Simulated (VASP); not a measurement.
Here is a VASP 6.6.1 calculation.

INCAR

```
PREC = Accurate
ENCUT = 520
EDIFF = 1E-6
ISMEAR = -1
SIGMA = 0.1
LREAL = False
LASPH = True
NELM = 60
ALGO = Normal
ISIF = 2
LWAVE = False
LCHARG = False
GGA = B5
ALDAX = 1.0
AGGAX = 1.0
AGGAC = 1.0
ALDAC = 0.0
NBANDS = 18
```

KPOINTS

```
Automatic mesh
0
Gamma
  11 11 11
```

File POSCAR:

```
Lu
1.0
    0.0000000000      2.4576553022      2.4576553022
    2.4576553022      0.0000000000      2.4576553022
    2.4576553022      2.4576553022      0.0000000000
Lu
1
Direct
    0.0000000000      0.0000000000      0.0000000000
```

Potentials or basis: VASP PAW PBE potentials, release 64 (Lu).

Command:

```bash
$ cat potpaw_PBE.64/Lu/POTCAR > POTCAR
$ mpirun -np 1 vasp_std > vasp.out
```

(1) Predict the pressure.

## Answers

(1) 0.2 GPa.

Caveat: the PAW data sets were made with another functional, which shifts forces and pressure a little.
